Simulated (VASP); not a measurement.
# W (Fd-3m) in VASP: relaxation of cell and atoms with PBE

Aim: the relaxation of cell and atoms of W with PBE.

Program: VASP 6.6.1. These are calculated values, not measurements. Logs are shortened: lines on timing, memory, paths and dates and some standing lists are left out, and cuts for length are marked.

## (1) The cell of the first run

It takes space group Fd-3m (No. 227, cubic). Conventional cell: a = 5.404 Å, b = 5.404 Å, c = 5.404 Å, α = 90.00°, β = 90.00°, γ = 90.00°. Within 3.1 Å of W (site symmetry -43m) lie 4 W at 2.34 Å.

This isn't the form of W at room conditions, which is bcc.

## (2) Relaxation of cell and atoms, PBE, target pressure 8.7 GPa, at which the enthalpy is minimised

File INCAR:

```
PREC = Accurate
ENCUT = 600
EDIFF = 1E-6
ISMEAR = -1
SIGMA = 0.08
LREAL = False
LASPH = True
NELM = 60
ALGO = Normal
ISIF = 3
LWAVE = False
LCHARG = False
GGA = PE
IBRION = 2
NSW = 60
EDIFFG = -0.005
PSTRESS = 87.0
```

File KPOINTS:

```
Automatic mesh
0
Gamma
  12 12 12
```

File POSCAR:

```
W
1.0
    0.0000000000      2.7019561260      2.7019561260
    2.7019561260      0.0000000000      2.7019561260
    2.7019561260      2.7019561260      0.0000000000
W
2
Direct
   -0.1250000000     -0.1250000000     -0.1250000000
    0.1250000000      0.1250000000      0.1250000000
```

Potentials or basis: VASP PAW PBE potentials, release 64 (W_sv).

Started as:

```
cat potpaw_PBE.64/W_sv/POTCAR > POTCAR
mpirun -np 1 vasp_std > vasp.out
```

OUTCAR:

```text
PREC = Accurate
   ENCUT = 600
   EDIFF = 1E-6
   ISMEAR = -1
   LREAL = False
   LASPH = True
   NELM = 60
   ISIF = 3
   GGA = PE
   IBRION = 2
   NSW = 60
   EDIFFG = -0.005
   PSTRESS = 87.0

 ion  position               nearest neighbor table
   1  0.875  0.875  0.875-   2 2.34   2 2.34   2 2.34   2 2.34
   2  0.125  0.125  0.125-   1 2.34   1 2.34   1 2.34   1 2.34

  LATTYP: Found a face centered cubic cell.
 ALAT       =     5.4039122520

  Lattice vectors:

 A1 = (   0.0000000000,   2.7019561260,   2.7019561260)
 A2 = (   2.7019561260,   0.0000000000,   2.7019561260)
 A3 = (   2.7019561260,   2.7019561260,   0.0000000000)

Analysis of symmetry for initial positions (statically):
=====================================================================
 Subroutine PRICEL returns:
 Original cell was already a primitive cell.

 Routine SETGRP: Setting up the symmetry group for a
 face centered cubic supercell.

 Subroutine GETGRP returns: Found 48 space group operations
 (whereof 12 operations were pure point group operations)
 out of a pool of 48 trial point group operations.

The static configuration has the point symmetry D_3d.
 The point group associated with its full space group is O_h .

Analysis of symmetry for dynamics (positions and initial velocities):
=====================================================================
 Subroutine PRICEL returns:
 Original cell was already a primitive cell.

 Routine SETGRP: Setting up the symmetry group for a
 face centered cubic supercell.

 Subroutine GETGRP returns: Found 48 space group operations
 (whereof 12 operations were pure point group operations)
 out of a pool of 48 trial point group operations.

The dynamic configuration has the point symmetry D_3d.
 The point group associated with its full space group is O_h .

 Subroutine INISYM returns: Found 48 space group operations
 (whereof 12 operations are pure point group operations),
 and found     1 'primitive' translations

----------------------------------------------------------------------------------------

                                     Primitive cell

  volume of cell :      39.4516

  direct lattice vectors                    reciprocal lattice vectors
     0.000000000  2.701956126  2.701956126    -0.185051117  0.185051117  0.185051117
     2.701956126  0.000000000  2.701956126     0.185051117 -0.185051117  0.185051117
     2.701956126  2.701956126  0.000000000     0.185051117  0.185051117 -0.185051117

  length of vectors
     3.821142998  3.821142998  3.821142998     0.320517937  0.320517937  0.320517937

  position of ions in fractional coordinates (direct lattice)
     0.875000000  0.875000000  0.875000000
     0.125000000  0.125000000  0.125000000

  ion indices of the primitive-cell ions
   primitive index   ion index
                 1           1
                 2           2

----------------------------------------------------------------------------------------

 KPOINTS: Automatic mesh

Automatic generation of k-mesh.
 Grid dimensions read from file:
 generate k-points for:   12   12   12

 Generating k-lattice:

  Cartesian coordinates                     Fractional coordinates (reciprocal lattice)
    -0.015420926  0.015420926  0.015420926     0.083333333  0.000000000  0.000000000
     0.015420926 -0.015420926  0.015420926     0.000000000  0.083333333  0.000000000
     0.015420926  0.015420926 -0.015420926     0.000000000  0.000000000  0.083333333

  Length of vectors
     0.026709828  0.026709828  0.026709828

  Shift w.r.t. Gamma in fractional coordinates (k-lattice)
     0.000000000  0.000000000  0.000000000

 Subroutine IBZKPT returns following result:
 ===========================================

 Found     72 irreducible k-points:

 Following reciprocal coordinates:
            Coordinates               Weight
  0.000000  0.000000  0.000000      1.000000
  0.083333  0.000000  0.000000      8.000000
  0.166667  0.000000  0.000000      8.000000
  0.250000  0.000000  0.000000      8.000000
  0.333333  0.000000  0.000000      8.000000
  0.416667  0.000000  0.000000      8.000000
[... 16 lines left out ...]
  0.500000  0.166667  0.000000     24.000000
 -0.416667  0.166667  0.000000     24.000000
 [... further k-points ...]
   k-points           NKPTS =     72   k-points in BZ     NKDIM =     72   number of bands    NBANDS=     18
   number of dos      NEDOS =    301   number of ions     NIONS =      2
   total plane-waves  NPLWV =  32768
   dimension x,y,z NGX =    32 NGY =   32 NGZ =   32
   dimension x,y,z NGXF=    64 NGYF=   64 NGZF=   64
   ions per type =               2
   NGX,Y,Z   is equivalent  to a cutoff of  13.92, 13.92, 13.92 a.u.
   NGXF,Y,Z  is equivalent  to a cutoff of  27.84, 27.84, 27.84 a.u.
 SYSTEM =  unknown system
   PREC   = accura    normal or accurate (medium, high low for compatibility)
   ISTART =      0    job   : 0-new  1-cont  2-samecut
   ICHARG =      2    charge: 1-file 2-atom 10-const
   ISPIN  =      1    spin polarized calculation?
   LNONCOLLINEAR =      F non collinear calculations
   LSORBIT =      F    spin-orbit coupling
   LASPH  =      T    aspherical Exc in radial PAW
   ENCUT  =  600.0 eV  44.10 Ry    6.64 a.u.   7.63  7.63  7.63*2*pi/ulx,y,z
   NELM   =     60;   NELMIN=  2; NELMDL= -5     # of ELM steps
   EDIFF  = 0.1E-05   stopping-criterion for ELM
   LREAL  =      F    real-space projection
   EDIFFG = -.5E-02   stopping-criterion for IOM
   NSW    =     60    number of steps for IOM
   IBRION =      2    ionic relax: 0-MD 1-quasi-New 2-CG
   NFREE  =      1    steps in history (QN), initial steepest desc. (CG)
   ISIF   =      3    stress and relaxation
   ISYM   =      2    0-nonsym 1-usesym 2-fastsym
   POTIM  = 0.5000    time-step for ionic-motion
   TEBEG  =    0.0;   TEEND  =   0.0 temperature during run
   PSTRESS=   87.0 pullay stress
   NELECT =      28.0000    total number of electrons
   NUPDOWN=      -1.0000    fix difference up-down
   EMIN   =  10.00;   EMAX   =-10.00  energy-range for DOS
   EFERMI =   0.00;   METHOD = LEGACY
   ISMEAR =    -1;   SIGMA  =   0.08  broadening in eV -4-tet -1-fermi 0-gaus
   EFERMI_NEDOS =   21; number of points for ismear=-14 and -15
   IALGO  =     38    algorithm
   IMIX   =      4    mixing-type and parameters
     AMIX     =   0.40;   BMIX     =  1.00
     AMIX_MAG =   1.60;   BMIX_MAG =  1.00
  volume/ion in A,a.u.               =      19.73       133.12
  Fermi-wavevector in a.u.,A,eV,Ry     =   1.460290  2.759549 29.013715  2.132448
  Thomas-Fermi vector in A             =   2.576757
   LORBIT       =      0    0 simple, 1 ext, 2 COOP (PROOUT), +10 PAW based schemes
   GGA     = PE    functional components
   LHFCALC =     F    Hartree Fock is set to
   AEXX    =    0.0000 exact exchange contribution
   IVDW    =     0    specifies the selected vdW correction
   LEPSILON=     F    determine dielectric tensor
   LRPA    =     F    only Hartree local field effects (RPA)
 conjugate gradient relaxation of ions
 non-spin polarized calculation
  energy-cutoff  :      600.00
  volume of cell :       39.45
 maximum number of plane-waves:      1363
   NGX = 15   NGY = 15   NGZ = 15

--------------------------------------- Ionic step        1  -------------------------------------------

 number of electron      28.0000004 magnetization

 Free energy of the ion-electron system (eV)
  ---------------------------------------------------
  ext. energy  EPLUGINS =         0.00000000
  ---------------------------------------------------
  free energy    TOTEN  =       -19.44368307 eV

  energy without entropy =      -19.40120272  energy(sigma->0) =      -19.42244290

------------------------ aborting loop because EDIFF is reached ----------------------------------------

  FORCE on cell =-STRESS in cart. coord.  units (eV):
  Direction    XX          YY          ZZ          XY          YZ          ZX
  --------------------------------------------------------------------------------------
  -------------------------------------------------------------------------------------
  Total       10.9516335     10.9516335     10.9516335     -0.0000000     -0.0000000      0.0000000
  in kB      444.7588606    444.7588606    444.7588606     -0.0000000     -0.0000000      0.0000000
  external PRESSURE =     357.7588606 kB  Pullay stress =      87.0000000 kB

 VOLUME and BASIS-vectors are now :
 -----------------------------------------------------------------------------
  energy-cutoff  :      600.00
  volume of cell :       39.45
      direct lattice vectors                 reciprocal lattice vectors
     0.000000000  2.701956126  2.701956126    -0.185051117  0.185051117  0.185051117
     2.701956126  0.000000000  2.701956126     0.185051117 -0.185051117  0.185051117
     2.701956126  2.701956126  0.000000000     0.185051117  0.185051117 -0.185051117
[... 8 lines left out ...]
  FREE ENERGIE OF THE ION-ELECTRON SYSTEM (eV)
  ---------------------------------------------------
  free  energy   TOTEN  =       -19.4436830739 eV

  energy  without entropy=      -19.4012027221  energy(sigma->0) =      -19.42244290

  enthalpy is  TOTEN    =       -17.3014163393 eV   P V=        2.1422667346

--------------------------------------- Ionic step        2  -------------------------------------------

 number of electron      28.0000002 magnetization

 E-fermi :   2.4419     XC(G=0):  -9.1488

 val. band max:        2.4402702089   @ k =   0.4167   0.2500   0.0833
 cond. band min:       2.4579328045   @ k =  -0.4167   0.3333   0.0833
 fundamental gap:      0.0176625956
 Fermi energy:         2.4418821061

 k-point     1 :       0.0000    0.0000    0.0000
  band No.  band energies     occupation
      1     -71.2198      2.00000
      2     -71.1470      2.00000
      3     -35.4651      2.00000
      4     -35.4651      2.00000
      5     -35.4651      2.00000
      6     -35.1453      2.00000
[... 10 lines left out ...]
     17       3.5511      0.00000
     18       5.7667      0.00000
[... 588 lines left out ...]
  FREE ENERGIE OF THE ION-ELECTRON SYSTEM (eV)
  ---------------------------------------------------
  free  energy   TOTEN  =       -20.5571207478 eV

  energy  without entropy=      -20.5018386450  energy(sigma->0) =      -20.52947970

  enthalpy is  TOTEN    =       -18.0100917823 eV   P V=        2.5470289655

--------------------------------------- Ionic step        5  -------------------------------------------

 number of electron      27.9999998 magnetization

 Free energy of the ion-electron system (eV)
  ---------------------------------------------------
  ext. energy  EPLUGINS =         0.00000000
  ---------------------------------------------------
  free energy    TOTEN  =       -20.54759858 eV

  energy without entropy =      -20.49255679  energy(sigma->0) =      -20.52007768

 E-fermi :   5.8039     XC(G=0): -11.0636

 val. band max:        5.7973847489   @ k =   0.3333   0.0833   0.0000
 cond. band min:       5.8078597245   @ k =  -0.2500   0.5000   0.2500
 fundamental gap:      0.0104749757
 Fermi energy:         5.8039424561

 k-point     1 :       0.0000    0.0000    0.0000
  band No.  band energies     occupation
      1     -67.3225      2.00000
      2     -66.9298      2.00000
      3     -31.9819      2.00000
      4     -31.9819      2.00000
      5     -31.9819      2.00000
      6     -30.9197      2.00000
[... 10 lines left out ...]
     17       7.4096      0.00000
     18      11.4266      0.00000
[... 505 lines left out ...]
 POSITION                                       TOTAL-FORCE (eV/Angst)
 -----------------------------------------------------------------------------------
      5.00273      5.00273      5.00273         0.000000      0.000000      0.000000
      0.71468      0.71468      0.71468        -0.000000     -0.000000     -0.000000
 -----------------------------------------------------------------------------------
    total drift:                                0.000000      0.000000     -0.000000

  FREE ENERGIE OF THE ION-ELECTRON SYSTEM (eV)
  ---------------------------------------------------
  free  energy   TOTEN  =       -20.5475985755 eV

  energy  without entropy=      -20.4925567868  energy(sigma->0) =      -20.52007768

  enthalpy is  TOTEN    =       -18.0104565486 eV   P V=        2.5371420269

 reached required accuracy - stopping structural energy minimisation
```

It took 64 s on 1 thread of Intel Xeon 6975P-C (Granite Rapids), shared host; peak memory 0.22 GiB.

What came out:

| Item | Value |
| --- | --- |
| Free energy | -20.5476 eV |
| Relaxed volume | 23.36 Å³/atom |
| Relaxed cell | a = 4.043 Å, b = 4.043 Å, c = 4.043 Å, α = 60.00°, β = 60.00°, γ = 60.00° |
| Space group after relaxing (to 0.1 Å) | Fd-3m (No. 227) |
| Energy change on relaxing (the run minimises the enthalpy) | -552.0 meV/atom |
| Ionic steps | 5 |
| Pressure after relaxing | 8.7 GPa |
| Band gap on the k mesh | zero (bands 14 and 15 overlap by 0.91 eV) |

Step by step:
| step | energy change (eV) | largest force (eV/Å) | pressure (GPa) | volume (Å³) |
| --- | --- | --- | --- | --- |
| 1 | 0.0000 | 0.0000 | 44.48 | 39.45 |
| 2 | 0.6222 | 0.0000 | -20.93 | 70.32 |
| 3 | -1.1539 | 0.0000 | 5.01 | 47.90 |
| 4 | -1.1134 | 0.0000 | 8.10 | 46.91 |
| 5 | -1.1039 | 0.0000 | 8.68 | 46.72 |

Final structure:
```xyz
2
Lattice="0.0000 2.8587 2.8587 2.8587 0.0000 2.8587 2.8587 2.8587 0.0000" Properties=species:S:1:pos:R:3 pbc="T T T"
W     5.0027    5.0027    5.0027
W     0.7147    0.7147    0.7147
```

Levels at points of the mesh, in eV from the Fermi level:
```tsv
k point	band 11	band 12	band 13	band 14	band 15	band 16	band 17	band 18
(0.00, 0.00, 0.00)	-2.07	-1.16	-1.16	-1.16	1.61	1.61	1.61	5.62
(0.50, 0.00, 0.00)	-1.84	-1.84	-1.36	-1.36	-0.36	2.85	2.85	4.54
(0.50, 0.50, 0.00)	-1.27	-1.27	-1.24	-1.24	1.06	1.06	4.93	4.93
```

Caveat: the cell is relaxed towards a set pressure, so the run minimises the enthalpy, not the energy; the volume moved by over 15 % at a fixed basis, so the end points are rough; spin-orbit coupling is left out, which moves the levels of the heavy elements.
